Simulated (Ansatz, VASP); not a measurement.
Two plane-wave programs on Ti

```
Ti
1.0
     0.00000    1.98891    1.98891
     1.98891    0.00000    1.98891
     1.98891    1.98891    0.00000
Ti
1
Direct
  0.00000 0.00000 0.00000
```

Change from the starting cell: volume scaled by 0.9405, PAW files.

Alike in both runs: task electric field gradients; functional LDA; k mesh 15 × 15 × 15; occupations fermi-dirac, width 0.05 eV; no spin polarisation.

```csv
,VASP,Ansatz
version,VASP 6.6.1,Ansatz 0.2.0
potentials or method,"VASP PAW LDA potentials, release 64 (Ti_sv)","PAW with Ansatz's default frozen-core files, scalar-relativistic"
plane-wave cutoff (eV),400,420
valence electrons in the cell,12,12
```

```csv
,VASP,Ansatz,Ansatz less VASP
pressure (GPa),1.4,2.3,+0.99
```

LDA's correlation is that of Perdew and Zunger in VASP and of Perdew and Wang (1992) in Ansatz.
